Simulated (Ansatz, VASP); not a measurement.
**Two plane-wave programs on TiH3**

File POSCAR:

```
TiH3
1.0
    3.1654958125      0.0000000000      0.0000000000
   -1.5827479062      2.7413997892      0.0000000000
    0.0000000000      0.0000000000      5.5850786000
Ti H
2 6
Direct
    0.3333333333      0.6666666667      0.2500000000
    0.6666666667      0.3333333333      0.7500000000
    0.3333333333      0.6666666667      0.5939700000
    0.3333333333      0.6666666667      0.9060300000
    0.6666666667      0.3333333333      0.4060300000
    0.6666666667      0.3333333333      0.0939700000
    0.0000000000      0.0000000000      0.2500000000
    0.0000000000      0.0000000000      0.7500000000
```

Contents of INCAR.step1:

```
SYSTEM = TiH3
PREC = Accurate
ENCUT = 520
ISMEAR = 0
SIGMA = 0.1
LREAL = .False.
LASPH = .True.
NELM = 80
NBANDS = 25
GGA = PE
ALGO = Normal
EDIFF = 1E-4
LWAVE = .True.
LCHARG = .False.
```

INCAR.step2

```
SYSTEM = TiH3
PREC = Accurate
ENCUT = 520
EDIFF = 1E-6
ISMEAR = 0
SIGMA = 0.1
LREAL = .False.
LASPH = .True.
NELM = 80
ALGO = Normal
ISIF = 2
LWAVE = .False.
LCHARG = .True.
METAGGA = R2SCAN
LMIXTAU = .True.
LELF = .True.
LVHAR = .True.
NBANDS = 25
ISTART = 1
```

The input KPOINTS:

```
Automatic mesh
0
Gamma
  12 12 8
  0 0 0
```

Input for Ansatz:

```yaml
crystal:
  lattice:
    - [3.1654958125, 0.0, 0.0]
    - [-1.5827479062, 2.7413997892, 0.0]
    - [0.0, 0.0, 5.5850786]
  atoms:
    - { symbol: Ti, position: [0.3333333333, 0.6666666667, 0.25] }
    - { symbol: Ti, position: [0.6666666667, 0.3333333333, 0.75] }
    - { symbol: H, position: [0.3333333333, 0.6666666667, 0.59397] }
    - { symbol: H, position: [0.3333333333, 0.6666666667, 0.90603] }
    - { symbol: H, position: [0.6666666667, 0.3333333333, 0.40603] }
    - { symbol: H, position: [0.6666666667, 0.3333333333, 0.09397] }
    - { symbol: H, position: [0.0, 0.0, 0.25] }
    - { symbol: H, position: [0.0, 0.0, 0.75] }
basis:
  ecutwfc: 500
kpoints:
  mp_grid: { grid: [12, 12, 8] }
  band_path:
    path:
      - [[0.0, 0.0, 0.0], [0.5, 0.0, 0.0], [0.33333333, 0.33333333, 0.0], [0.0, 0.0, 0.0], [0.0, 0.0, 0.5], [0.5, 0.0, 0.5], [0.33333333, 0.33333333, 0.5], [0.0, 0.0, 0.5]]
      - [[0.5, 0.0, 0.5], [0.5, 0.0, 0.0]]
      - [[0.33333333, 0.33333333, 0.5], [0.33333333, 0.33333333, 0.0]]
    npoints: 14
hamiltonian:
  xc: r2scan
scf:
  occupations: { method: gaussian, width: 0.1 }
  n_extra_bands: 20
output:
  forces: true
  stress: true
  eigenvalues: true
  populations: true
  dos: { projected: true, de: 0.02, nscf_kmesh: { grid: [15, 15, 10] } }
  bader: true
```

Alike in both runs: task single point; functional r2SCAN; k mesh 12 × 12 × 8; occupations gaussian, width 0.1 eV; no spin polarisation.

|  | VASP | Ansatz |
| --- | --- | --- |
| version | VASP 6.6.1 | Ansatz 0.2.0 |
| potentials or method | VASP PAW PBE potentials, release 64 (Ti_sv, H), cutoff 520 eV | scalar-relativistic, plane waves, PAW |
| valence electrons in the cell | 30 | 30 |

Ansatz gave:

- gap on the k mesh at the Fermi level (eV): none
- pressure (GPa): -1.6
- traceless stress, the component that is largest in VASP (GPa): 0.72
- rms of the force components (eV/Å): 0.020

Task: Estimate VASP's values.

Result: gap on the k mesh at the Fermi level (eV): none; pressure (GPa): -1.2; traceless stress, the component that is largest in VASP (GPa): 0.63; rms of the force components (eV/Å): 0.021.

VASP's potentials were made for PBE, not for r2SCAN. Atom by atom the forces differ by 0.001 eV/Å (rms over components). A gap of «none» marks a metal or a gap that the smearing closes.
